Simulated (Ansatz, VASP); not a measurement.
Two plane-wave programs on WS2

```
W S
1.0
     3.11473    0.00000    0.00000
    -1.55736    2.69743    0.02023
     0.00000    0.08829   11.77225
W S
2 4
Direct
  0.33333 0.66667 0.25000
  0.66667 0.33333 0.75000
  0.33333 0.66667 0.61645
  0.66667 0.33333 0.11645
  0.33333 0.66667 0.88355
  0.66667 0.33333 0.38355
```

Change from the starting cell: strain +0.0150 x Voigt [0, 0, 0, 1, 0, 0], atoms carried along.

Alike in both runs: task single point; functional PBEsol; dispersion D3(BJ); k mesh 12 × 12 × 4; occupations gaussian, width 0.05 eV; no spin polarisation.

|  | VASP | Ansatz |
| --- | --- | --- |
| version | VASP 6.6.1 | Ansatz 0.2.0 |
| potentials or method | VASP PAW PBE potentials, release 64 (W_sv, S), cutoff 520 eV | scalar-relativistic, plane waves, PAW |
| valence electrons in the cell | 52 | 52 |

Ansatz gave:

```
gap on the k mesh at the Fermi level (eV)                     : 0.66
least direct gap on the mesh (eV)                             : 1.92
pressure (GPa)                                                : 0.1
traceless stress, the component that is largest in VASP (GPa) : -2.72
rms of the force components (eV/Å)                            : 0.111
```

**Question.** Estimate VASP's values.

**Answer.** gap on the k mesh at the Fermi level (eV): 0.68; least direct gap on the mesh (eV): 1.92; pressure (GPa): 0.2; traceless stress, the component that is largest in VASP (GPa): -2.73; rms of the force components (eV/Å): 0.112.

VASP's potentials were made for PBE, not for PBEsol. Atom by atom the forces differ by 0.009 eV/Å (rms over components).

Neither program's run includes spin-orbit coupling.
